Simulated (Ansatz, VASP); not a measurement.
## Rh in VASP and in Ansatz

The input INCAR:

```
PREC = Accurate ; ENCUT = 520
EDIFF = 1E-6 ; ISMEAR = 0
SIGMA = 0.15 ; LREAL = F
LASPH = T ; NELM = 100
ALGO = Fast ; ISIF = 2
LWAVE = F ; LCHARG = T
GGA = PS ; LELF = T
LVHAR = T ; NBANDS = 70
```

Contents of KPOINTS:

```
Automatic mesh
0
Gamma
  12 12 12
```

Contents of POSCAR:

```
Rh
1.0
    0.0000000000      3.8031000000     -3.8031000000
    3.8031000000      3.8031000000      0.0000000000
    3.8031000000      0.0000000000     -3.8031000000
Rh
8
Direct
    0.5000000000      0.0000000000      0.5000000000
    0.5000000000      0.5000000000      0.5000000000
    0.0000000000      0.0000000000      0.5000000000
    0.0000000000      0.5000000000      0.5000000000
    0.5000000000      0.0000000000      0.0000000000
    0.5000000000      0.5000000000      0.0000000000
    0.0000000000      0.0000000000      0.0000000000
    0.0000000000      0.5000000000      0.0000000000
```

Input for Ansatz:

```yaml
crystal:
  lattice:
    - [0.0, 3.8031, -3.8031]
    - [3.8031, 3.8031, 0.0]
    - [3.8031, 0.0, -3.8031]
  atoms:
    - { symbol: Rh, position: [0.5, 0.0, 0.5] }
    - { symbol: Rh, position: [0.5, 0.5, 0.5] }
    - { symbol: Rh, position: [0.0, 0.0, 0.5] }
    - { symbol: Rh, position: [0.0, 0.5, 0.5] }
    - { symbol: Rh, position: [0.5, 0.0, 0.0] }
    - { symbol: Rh, position: [0.5, 0.5, 0.0] }
    - { symbol: Rh, position: [0.0, 0.0, 0.0] }
    - { symbol: Rh, position: [0.0, 0.5, 0.0] }
basis:
  ecutwfc: 420
kpoints:
  mp_grid: { grid: [12, 12, 12] }
hamiltonian:
  xc: pbesol
scf:
  occupations: { method: gaussian, width: 0.15 }
output:
  forces: true
  stress: true
  eigenvalues: true
  write_density: true
  write_potential: true
  elf: true
  volumetric_format: npy
```

Alike in both runs: task single point; functional PBEsol; k mesh 12 × 12 × 12; occupations gaussian, width 0.15 eV; no spin polarisation.

|  | VASP | Ansatz |
| --- | --- | --- |
| version | VASP 6.6.1 | Ansatz 0.2.0 |
| potentials or method | VASP PAW PBE potentials, release 64 (Rh_pv), cutoff 520 eV | scalar-relativistic, plane waves, PAW |
| valence electrons in the cell | 120 | 136 |

|  | VASP | Ansatz | Ansatz less VASP |
| --- | --- | --- | --- |
| gap on the k mesh at the Fermi level (eV) | none | none | - |
| pressure (GPa) | -5.1 | -5.1 | +0.02 |

VASP's potentials were made for PBE, not for PBEsol. A gap of «none» marks a metal or a gap that the smearing closes. The functional is the same, so the differences come from potentials, cutoffs and numerics. VASP's potentials hold 120 valence electrons a cell and Ansatz's 136, so a difference there can come from the potentials and not from the codes.
